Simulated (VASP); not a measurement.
# TiAl3 (Pmm2) in VASP: further runs

Runs on TiAl3. Level: PBEsol. Tasks: single point.

All numbers are computed with VASP 6.6.1; they aren't measurements. Logs are shortened: lines on timing, memory, paths and dates and some standing lists are left out, and cuts for length are marked.

## (1) The cell of the first run

The structure is orthorhombic, space group Pmm2 (No. 25). Conventional cell: a = 2.781 Å, b = 4.671 Å, c = 4.893 Å, α = 90.00°, β = 90.00°, γ = 90.00°. Within 3.7 Å of Ti (site symmetry mm2) lie 2 Ti at 2.78 Å and 10 Al at 2.81 to 2.84 Å. Al (site symmetry mm2) has 8 Al at 2.78 to 2.85 Å and 4 Ti at 2.81 to 2.82 Å within 3.7 Å. Within 3.7 Å of Al (site symmetry mm2) lie 8 Al at 2.78 to 2.84 Å and 4 Ti at 2.84 Å. Within 3.7 Å of Al (site symmetry mm2) lie 10 Al at 2.78 to 2.85 Å and 2 Ti at 2.82 Å.

## (2) Single point, PBEsol

INCAR

```
PREC     = Accurate       # precision mode
ENCUT    = 520            # plane-wave cutoff, eV
EDIFF    = 1E-6           # SCF threshold, eV
ISMEAR   = 0              # smearing method
SIGMA    = 0.15           # smearing width, eV
LREAL    = F              # projectors in reciprocal space
LASPH    = T              # aspherical terms in the spheres
NELM     = 100            # most SCF steps
ALGO     = Fast           # electronic algorithm
ISIF     = 2              # what is computed and relaxed
LWAVE    = F              # write WAVECAR
LCHARG   = F              # write CHGCAR
GGA      = PS             # functional
NBANDS   = 18             # bands
```

KPOINTS

```
Automatic mesh
0
Gamma
  12 8 8
```

POSCAR

```
TiAl3
1.0
    2.7813912067      0.0000000000      0.0000000000
    0.0000000000      4.6710700316      0.0000000000
    0.0000000000      0.0000000000      4.8934030387
Ti Al
1 3
Direct
    0.0000000000      0.5000000000      0.1631682070
    0.5000000000      0.5000000000      0.6640465246
    0.5000000000      0.0000000000      0.3331101816
    0.0000000000      0.0000000000      0.8396740867
```

Potentials or basis: VASP PAW PBE potentials, release 64 (Ti_sv, Al).

The run is started by

```sh
cat potpaw_PBE.64/Ti_sv/POTCAR potpaw_PBE.64/Al/POTCAR > POTCAR
mpirun -np 1 vasp_std > vasp.out
```

OUTCAR:

```text
PREC = Accurate
   ENCUT = 520
   EDIFF = 1E-6
   ISMEAR = 0
   LREAL = F
   LASPH = T
   NELM = 100
   ISIF = 2
   GGA = PS

 ion  position               nearest neighbor table
   1  0.000  0.500  0.163-   2 2.81   2 2.81   2 2.82   2 2.82   4 2.82   4 2.82   3 2.84   3 2.84
                             3 2.84   3 2.84
   2  0.500  0.500  0.664-   1 2.81   1 2.81   1 2.82   1 2.82   3 2.84   3 2.84   4 2.85   4 2.85
                             4 2.85   4 2.85
   3  0.500  0.000  0.333-   4 2.79   4 2.79   2 2.84   2 2.84   4 2.84   4 2.84   1 2.84   1 2.84
                             1 2.84   1 2.84
   4  0.000  0.000  0.840-   3 2.79   3 2.79   1 2.82   1 2.82   3 2.84   3 2.84   2 2.85   2 2.85
                             2 2.85   2 2.85

  LATTYP: Found a simple orthorhombic cell.
 ALAT       =     2.7813912067
 B/A-ratio  =     1.6794005893
 C/A-ratio  =     1.7593364885

  Lattice vectors:

 A1 = (   2.7813912067,   0.0000000000,   0.0000000000)
 A2 = (   0.0000000000,   4.6710700316,   0.0000000000)
 A3 = (   0.0000000000,   0.0000000000,   4.8934030387)

Analysis of symmetry for initial positions (statically):
=====================================================================
 Subroutine PRICEL returns:
 Original cell was already a primitive cell.

 Routine SETGRP: Setting up the symmetry group for a
 simple orthorhombic supercell.

 Subroutine GETGRP returns: Found  4 space group operations
 (whereof  4 operations were pure point group operations)
 out of a pool of  8 trial point group operations.

The static configuration has the point symmetry C_2v.

Analysis of symmetry for dynamics (positions and initial velocities):
=====================================================================
 Subroutine PRICEL returns:
 Original cell was already a primitive cell.

 Routine SETGRP: Setting up the symmetry group for a
 simple orthorhombic supercell.

 Subroutine GETGRP returns: Found  4 space group operations
 (whereof  4 operations were pure point group operations)
 out of a pool of  8 trial point group operations.

The dynamic configuration has the point symmetry C_2v.

 Subroutine INISYM returns: Found  4 space group operations
 (whereof  4 operations are pure point group operations),
 and found     1 'primitive' translations

----------------------------------------------------------------------------------------

                                     Primitive cell

  volume of cell :      63.5755

  direct lattice vectors                    reciprocal lattice vectors
     2.781391207  0.000000000  0.000000000     0.359532308  0.000000000  0.000000000
     0.000000000  4.671070032  0.000000000     0.000000000  0.214083710  0.000000000
     0.000000000  0.000000000  4.893403039     0.000000000  0.000000000  0.204356762

  length of vectors
     2.781391207  4.671070032  4.893403039     0.359532308  0.214083710  0.204356762

  position of ions in fractional coordinates (direct lattice)
     0.000000000  0.500000000  0.163168207
     0.500000000  0.500000000  0.664046525
     0.500000000  0.000000000  0.333110182
     0.000000000  0.000000000  0.839674087

  ion indices of the primitive-cell ions
   primitive index   ion index
                 1           1
                 2           2
                 3           3
                 4           4

----------------------------------------------------------------------------------------

 KPOINTS: Automatic mesh

Automatic generation of k-mesh.
 Grid dimensions read from file:
 generate k-points for:   12    8    8

 Generating k-lattice:

  Cartesian coordinates                     Fractional coordinates (reciprocal lattice)
     0.029961026  0.000000000  0.000000000     0.083333333  0.000000000  0.000000000
     0.000000000  0.026760464  0.000000000     0.000000000  0.125000000  0.000000000
     0.000000000  0.000000000  0.025544595     0.000000000  0.000000000  0.125000000

  Length of vectors
     0.029961026  0.026760464  0.025544595

  Shift w.r.t. Gamma in fractional coordinates (k-lattice)
     0.000000000  0.000000000  0.000000000

 Subroutine IBZKPT returns following result:
 ===========================================

 Found    175 irreducible k-points:

 Following reciprocal coordinates:
            Coordinates               Weight
  0.000000  0.000000  0.000000      1.000000
  0.083333  0.000000  0.000000      2.000000
  0.166667  0.000000  0.000000      2.000000
  0.250000  0.000000  0.000000      2.000000
  0.333333  0.000000  0.000000      2.000000
  0.416667  0.000000  0.000000      2.000000
[... 16 lines left out ...]
  0.083333  0.375000  0.000000      4.000000
  0.166667  0.375000  0.000000      4.000000
 [... further k-points ...]
   k-points           NKPTS =    175   k-points in BZ     NKDIM =    175   number of bands    NBANDS=     18
   number of dos      NEDOS =    301   number of ions     NIONS =      4
   total plane-waves  NPLWV =  31104
   dimension x,y,z NGX =    24 NGY =   36 NGZ =   36
   dimension x,y,z NGXF=    48 NGYF=   72 NGZF=   72
   ions per type =               1   3
   NGX,Y,Z   is equivalent  to a cutoff of  14.34, 12.81, 12.23 a.u.
   NGXF,Y,Z  is equivalent  to a cutoff of  28.69, 25.63, 24.46 a.u.
 SYSTEM =  unknown system
   PREC   = accura    normal or accurate (medium, high low for compatibility)
   ISTART =      0    job   : 0-new  1-cont  2-samecut
   ICHARG =      2    charge: 1-file 2-atom 10-const
   ISPIN  =      1    spin polarized calculation?
   LNONCOLLINEAR =      F non collinear calculations
   LSORBIT =      F    spin-orbit coupling
   LASPH  =      T    aspherical Exc in radial PAW
   ENCUT  =  520.0 eV  38.22 Ry    6.18 a.u.   5.17  8.69  9.10*2*pi/ulx,y,z
   NELM   =    100;   NELMIN=  2; NELMDL= -5     # of ELM steps
   EDIFF  = 0.1E-05   stopping-criterion for ELM
   LREAL  =      F    real-space projection
   EDIFFG = 0.1E-04   stopping-criterion for IOM
   NSW    =      0    number of steps for IOM
   IBRION =     -1    ionic relax: 0-MD 1-quasi-New 2-CG
   NFREE  =      0    steps in history (QN), initial steepest desc. (CG)
   ISIF   =      2    stress and relaxation
   ISYM   =      2    0-nonsym 1-usesym 2-fastsym
   POTIM  = 0.5000    time-step for ionic-motion
   TEBEG  =    0.0;   TEEND  =   0.0 temperature during run
   PSTRESS=    0.0 pullay stress
   NELECT =      21.0000    total number of electrons
   NUPDOWN=      -1.0000    fix difference up-down
   EMIN   =  10.00;   EMAX   =-10.00  energy-range for DOS
   EFERMI =   0.00;   METHOD = LEGACY
   ISMEAR =     0;   SIGMA  =   0.15  broadening in eV -4-tet -1-fermi 0-gaus
   EFERMI_NEDOS =   21; number of points for ismear=-14 and -15
   IALGO  =     68    algorithm
   IMIX   =      4    mixing-type and parameters
     AMIX     =   0.40;   BMIX     =  1.00
     AMIX_MAG =   1.60;   BMIX_MAG =  1.00
  volume/ion in A,a.u.               =      15.89       107.26
  Fermi-wavevector in a.u.,A,eV,Ry     =   1.131666  2.138538 17.424533  1.280667
  Thomas-Fermi vector in A             =   2.268365
   LORBIT       =      0    0 simple, 1 ext, 2 COOP (PROOUT), +10 PAW based schemes
   GGA     = PS    functional components
   LHFCALC =     F    Hartree Fock is set to
   AEXX    =    0.0000 exact exchange contribution
   IVDW    =     0    specifies the selected vdW correction
   LEPSILON=     F    determine dielectric tensor
   LRPA    =     F    only Hartree local field effects (RPA)
 non-spin polarized calculation
 RMM-DIIS sequential band-by-band and
 Gauss-broadening in eV      SIGMA  =   0.15
  energy-cutoff  :      520.00
  volume of cell :       63.58
 maximum number of plane-waves:      1736
 NGX is ok and might be reduce to    24
   NGX = 11   NGY = 17   NGZ = 19

 number of electron      21.0000000 magnetization

 Free energy of the ion-electron system (eV)
  ---------------------------------------------------
  ext. energy  EPLUGINS =         0.00000000
  ---------------------------------------------------
  free energy    TOTEN  =       -21.60228161 eV

  energy without entropy =      -21.57155681  energy(sigma->0) =      -21.58691921

 E-fermi :   8.2295     XC(G=0): -10.8103

 val. band max:        8.2267569508   @ k =   0.0833   0.5000   0.5000
 cond. band min:       8.2324052320   @ k =   0.0000   0.2500   0.5000
 fundamental gap:      0.0056482812
 Fermi energy:         8.2294749086

 k-point     1 :       0.0000    0.0000    0.0000
  band No.  band energies     occupation
      1     -47.9718      2.00000
      2     -24.4048      2.00000
      3     -24.4040      2.00000
      4     -23.9875      2.00000
      5      -2.0285      2.00000
      6       3.0237      2.00000
[... 10 lines left out ...]
     17      14.2823      0.00000
     18      14.6214      0.00000

 k-point     2 :       0.0833    0.0000    0.0000
  band No.  band energies     occupation
      1     -47.9673      2.00000
      2     -24.4005      2.00000
      3     -24.3996      2.00000
      4     -24.0244      2.00000
      5      -1.8932      2.00000
      6       3.1454      2.00000
[... 10 lines left out ...]
     17      13.8686      0.00000
     18      14.8527      0.00000

 k-point     3 :       0.1667    0.0000    0.0000
  band No.  band energies     occupation
      1     -47.9547      2.00000
      2     -24.3886      2.00000
      3     -24.3874      2.00000
      4     -24.1245      2.00000
      5      -1.4895      2.00000
      6       3.5069      2.00000
[... 10 lines left out ...]
     17      12.5703      0.00000
     18      14.3303      0.00000

 k-point     4 :       0.2500    0.0000    0.0000
  band No.  band energies     occupation
      1     -47.9375      2.00000
      2     -24.3723      2.00000
      3     -24.3708      2.00000
      4     -24.2594      2.00000
      5      -0.8240      2.00000
      6       4.0960      2.00000
[... 375 lines left out ...]
      4     -23.9874      2.00000
      5      -1.1413      2.00000
      6       0.7972      2.00000
[... 10 lines left out ...]
     17      15.7417      0.00000
     18      16.5627      0.00000

 k-point    23 :       0.0833    0.3750    0.0000
  band No.  band energies     occupation
      1     -47.9672      2.00000
      2     -24.4037      2.00000
      3     -24.3992      2.00000
      4     -24.0243      2.00000
      5      -1.0117      2.00000
      6       0.9270      2.00000
[... 10 lines left out ...]
     17      14.6418      0.00000
     18      15.8800      0.00000

 k-point    24 :       0.1667    0.3750    0.0000
  band No.  band energies     occupation
      1     -47.9547      2.00000
      2     -24.3916      2.00000
      3     -24.3872      2.00000
      4     -24.1244      2.00000
      5      -0.6251      2.00000
      6       1.3131      2.00000
[... 10 lines left out ...]
     17      13.0549      0.00000
     18      14.1889      0.00000

 [... further k-points ...]

------------------------ aborting loop because EDIFF is reached ----------------------------------------

  FORCE on cell =-STRESS in cart. coord.  units (eV):
  Direction    XX          YY          ZZ          XY          YZ          ZX
  --------------------------------------------------------------------------------------
  -------------------------------------------------------------------------------------
  Total        0.0269856     -0.0136147      0.0607076      0.0000000      0.0000000      0.0000000
  in kB        0.6800692     -0.3431061      1.5299039      0.0000000      0.0000000      0.0000000
  external PRESSURE =       0.6222890 kB  Pullay stress =       0.0000000 kB

 VOLUME and BASIS-vectors are now :
 -----------------------------------------------------------------------------
  energy-cutoff  :      520.00
  volume of cell :       63.58
      direct lattice vectors                 reciprocal lattice vectors
     2.781391207  0.000000000  0.000000000     0.359532308  0.000000000  0.000000000
     0.000000000  4.671070032  0.000000000     0.000000000  0.214083710  0.000000000
     0.000000000  0.000000000  4.893403039     0.000000000  0.000000000  0.204356762

 POSITION                                       TOTAL-FORCE (eV/Angst)
 -----------------------------------------------------------------------------------
      0.00000      2.33554      0.79845         0.000000      0.000000     -0.012760
      1.39070      2.33554      3.24945         0.000000      0.000000      0.010353
      1.39070      0.00000      1.63004         0.000000      0.000000     -0.002173
      0.00000      0.00000      4.10886         0.000000      0.000000      0.004580
 -----------------------------------------------------------------------------------
    total drift:                                0.000000      0.000000      0.000004

  FREE ENERGIE OF THE ION-ELECTRON SYSTEM (eV)
  ---------------------------------------------------
  free  energy   TOTEN  =       -21.6022816077 eV

  energy  without entropy=      -21.5715568127  energy(sigma->0) =      -21.58691921
```

Run time: 5.7 min. Hardware: 1 thread of Intel Xeon Platinum 8259CL at 2.50GHz (Skylake/Cascade Lake), shared host; peak memory 0.31 GiB.

What came out:

| Quantity | Value |
| --- | --- |
| Free energy | -21.6023 eV |
| Pressure | 0.1 GPa |
| Largest force | 0.013 eV/Å |
| Band gap on the k mesh | zero (an odd number of electrons rules out a gap without spin polarisation) |

Forces in eV/Å, atoms in the order of the input:
```
Ti   0.000  0.000 -0.013
Al   0.000  0.000  0.010
Al   0.000  0.000 -0.002
Al   0.000  0.000  0.005
```

Stress tensor (GPa, compression positive):
```
 0.07  0.00  0.00
 0.00 -0.03  0.00
 0.00  0.00  0.15
```

Levels at points of the mesh, in eV from the Fermi level:
```
           k point  band 8  band 9  band 10  band 11  band 12  band 13  band 14  band 15
(0.00, 0.00, 0.00)   -3.59   -2.71    -0.86    -0.44     2.51     2.59     2.66     2.74
(0.50, 0.00, 0.00)   -1.96   -1.75     0.44     0.65     0.79     1.42     1.63     2.31
(0.00, 0.50, 0.00)   -3.24   -2.06    -1.57    -0.20     2.44     2.52     2.69     3.09
(0.50, 0.50, 0.00)   -3.19   -1.72    -0.49    -0.26     0.82     1.16     1.36     3.43
(0.00, 0.00, 0.50)   -2.33   -2.19    -1.14    -0.34     2.29     2.42     2.60     3.19
(0.50, 0.00, 0.50)   -3.38   -1.34    -0.15    -0.13     0.60     1.26     1.97     3.36
(0.00, 0.50, 0.50)   -4.87   -0.22    -0.08     0.71     2.45     2.47     3.59     4.89
(0.50, 0.50, 0.50)   -3.23   -2.77    -2.70    -0.65    -0.19     1.08     2.14     2.39
```

Caveat: the PAW data sets were made with another functional, which shifts forces and pressure a little.

[end of part 1 of 2]
